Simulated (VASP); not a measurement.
A run of VASP 6.6.1:

Contents of INCAR:

```
  ALGO = Normal
  EDIFF = 1E-7
  ENCUT = 520
  GGA = CA
  ISIF = 2
  ISMEAR = 0
  LASPH = True
  LCHARG = True
  LELF = True
  LREAL = False
  LVHAR = True
  LWAVE = False
  NBANDS = 9
  NELM = 80
  PREC = Accurate
  SIGMA = 0.01
```

Contents of KPOINTS:

```
k-points
0
Gamma
  10 10 10
```

File POSCAR:

```
LiH
1.0
    0.0000000000      1.9544546344      1.9544546344
    1.9544546344      0.0000000000      1.9544546344
    1.9544546344      1.9544546344      0.0000000000
Li H
1 1
Direct
    0.0000000000      0.0000000000      0.0000000000
    0.5000000000      0.5000000000      0.5000000000
```

Potentials or basis: VASP PAW LDA potentials, release 64 (Li_sv, H).

Command:

```bash
$ cat potpaw_LDA.64/Li_sv/POTCAR potpaw_LDA.64/H/POTCAR > POTCAR
$ mpirun -np 1 vasp_std > vasp.out
```

Hardware: 1 thread of AMD EPYC 7R13 Processor (Zen 3) (shared host).

Q: How long does it take, and how much memory?

A: Wall time 6 s on 1 thread of AMD EPYC 7R13 Processor (Zen 3), with other jobs on the host, peak memory 0.09 GiB. Counts: scf iterations 11, k points 47.
